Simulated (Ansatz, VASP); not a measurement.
# LaHg3N2 in VASP and in Ansatz

The input INCAR:

```
  PREC = Accurate
  ENCUT = 600
  EDIFF = 1E-6
  ISMEAR = 0
  SIGMA = 0.1
  LREAL = False
  LASPH = True
  NELM = 60
  ALGO = Normal
  ISIF = 3
  LWAVE = False
  LCHARG = False
  GGA = PE
  IBRION = 2
  NSW = 90
  EDIFFG = -0.04
```

File KPOINTS:

```
Automatic mesh
0
Gamma
  6 6 2
```

File POSCAR:

```
LaHg3N2
1.0
    3.7031794800      0.0000000000      0.0000000000
    0.0000000000      3.7031794800      0.0000000000
    0.0000000000      0.0000000000      8.3056853800
La Hg N
1 3 2
Direct
    0.5000000000      0.5000000000      0.0000000000
    0.5000000000      0.0000000000      0.3861632900
    0.0000000000      0.5000000000      0.6138367100
    0.0000000000      0.0000000000      0.0000000000
    0.5000000000      0.0000000000      0.7344790700
    0.0000000000      0.5000000000      0.2655209300
```

Input for Ansatz:

```yaml
crystal:
  lattice:
    - [3.70317948, 0.0, 0.0]
    - [0.0, 3.70317948, 0.0]
    - [0.0, 0.0, 8.30568538]
  atoms:
    - { symbol: La, position: [0.5, 0.5, 0.0] }
    - { symbol: Hg, position: [0.5, 0.0, 0.38616329] }
    - { symbol: Hg, position: [0.0, 0.5, 0.61383671] }
    - { symbol: Hg, position: [0.0, 0.0, 0.0] }
    - { symbol: "N", position: [0.5, 0.0, 0.73447907] }
    - { symbol: "N", position: [0.0, 0.5, 0.26552093] }
basis:
  ecutwfc: 420
kpoints:
  mp_grid: { grid: [6, 6, 2] }
hamiltonian:
  xc: pbe
scf:
  occupations: { method: gaussian, width: 0.1 }
  lower_state_search: "off"
output:
  forces: true
  stress: true
  eigenvalues: true
relax:
  adjacent_minimum: "off"
  f_tol: 0.04
  max_steps: 70
  cell: { stress_tol: 0.4 }
```

Change from the starting cell: species swapped into the Hf2SiAs3 type (P-4m2, No. 115).

Alike in both runs: task relaxation of cell and atoms; functional PBE; k mesh 6 × 6 × 2; occupations gaussian, width 0.1 eV; no spin polarisation.

```csv
,VASP,Ansatz
version,VASP 6.6.1,Ansatz 0.2.0
potentials or method,"VASP PAW PBE potentials, release 64 (La, Hg, N), cutoff 600 eV","scalar-relativistic, plane waves, PAW"
valence electrons in the cell,57,81
```

|  | VASP | Ansatz | Ansatz less VASP |
| --- | --- | --- | --- |
| gap on the k mesh at the Fermi level, each at its own relaxed structure (eV) | none | none | - |
| relaxed volume (Å³/atom) | 20.08 | 24.63 | +4.544 |
| relaxed cell length with the largest relative difference (Å) | 4.965 | 7.201 | +2.2360 |

A gap of «none» marks a metal or a gap that the smearing closes. One of these differences is far larger than is usual between the two programs; its cause wasn't traced. VASP's potentials hold 57 valence electrons a cell and Ansatz's 81, so a difference there can come from the potentials and not from the codes.

The k mesh is coarse, so the values compare programs but aren't converged. Spin-orbit coupling is off throughout.
